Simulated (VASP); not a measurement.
Input of a VASP 6.6.1 run:

Contents of POSCAR:

```
BaTiO3
1.0
    2.8368974874      1.6378835280      2.3209936158
   -2.8368974874      1.6378835280      2.3209936158
    0.0000000000     -3.2757670560      2.3209936158
Ba Ti O
1 1 3
Direct
    0.9999656897      0.9999656897      0.9999656897
    0.5077048750      0.5077048750      0.5077048750
    0.4671383495      0.4671383495      0.7782427622
    0.4922539385      0.9865215584      0.4922539385
    0.9865215584      0.4922539385      0.4922539385
```

INCAR.step1

```
SYSTEM = BaTiO3
  PREC = Accurate
  ENCUT = 520
  ISMEAR = 0
  SIGMA = 0.05
  LREAL = .FALSE.
  LASPH = .TRUE.
  NELM = 150
  LMAXMIX = 4
  LDAU = .TRUE.
  LDAUTYPE = 2
  LDAUL = -1 2 -1
  LDAUU = 0 4 0
  LDAUJ = 0 0 0
  NBANDS = 28
  GGA = PE
  ALGO = Normal
  EDIFF = 1E-4
  LWAVE = .TRUE.
  LCHARG = .FALSE.
```

INCAR.step2

```
SYSTEM = BaTiO3
  PREC = Accurate
  ENCUT = 520
  EDIFF = 1E-6
  ISMEAR = 0
  SIGMA = 0.05
  LREAL = .FALSE.
  LASPH = .TRUE.
  NELM = 150
  ALGO = Normal
  ISIF = 2
  LWAVE = .FALSE.
  LCHARG = .FALSE.
  LMAXMIX = 4
  LDAU = .TRUE.
  LDAUTYPE = 2
  LDAUL = -1 2 -1
  LDAUU = 0 4 0
  LDAUJ = 0 0 0
  LDAUPRINT = 1
  METAGGA = R2SCAN
  LMIXTAU = .TRUE.
  NBANDS = 28
  ISTART = 1
```

File KPOINTS:

```
Automatic mesh
0
G
  6 6 6
  0 0 0
```

Potentials or basis: VASP PAW PBE potentials, release 64 (Ba_sv, Ti_sv, O).

Run with:

```console
$ cat potpaw_PBE.64/Ba_sv/POTCAR potpaw_PBE.64/Ti_sv/POTCAR potpaw_PBE.64/O/POTCAR > POTCAR
$ cp INCAR.step1 INCAR
$ mpirun -np 1 vasp_std > vasp.out
$ cp INCAR.step2 INCAR
$ mpirun -np 1 vasp_std > vasp.out
```

Problem. Estimate the band gap on the k mesh.

Solution. 3.75 eV (least direct gap 4.31 eV).

Problem. Predict the pressure.

Solution. 118.3 GPa.

Problem. Estimate the largest force.

Solution. 110.858 eV/Å.

Forces on the atoms (eV/Å):
```
Ba     0.000   -0.325    0.056
Ti     0.000   98.104  -45.575
O      0.000 -100.914   45.890
O     -0.773    1.568   -0.185
O      0.773    1.568   -0.185
```

Caveat: the cell differs from its parent crystal (atom 3 (O) moved by (+0.600, -0.600) A along y and z); atoms lie so close that the PAW spheres overlap strongly, which falsifies energies and pressures; the stress differs along the axes, from 27 to 259 GPa; the PAW data sets were made with another functional, which shifts forces and pressure a little; spin-orbit coupling is left out, which moves the levels of the heavy elements. A k mesh can miss the band edges.
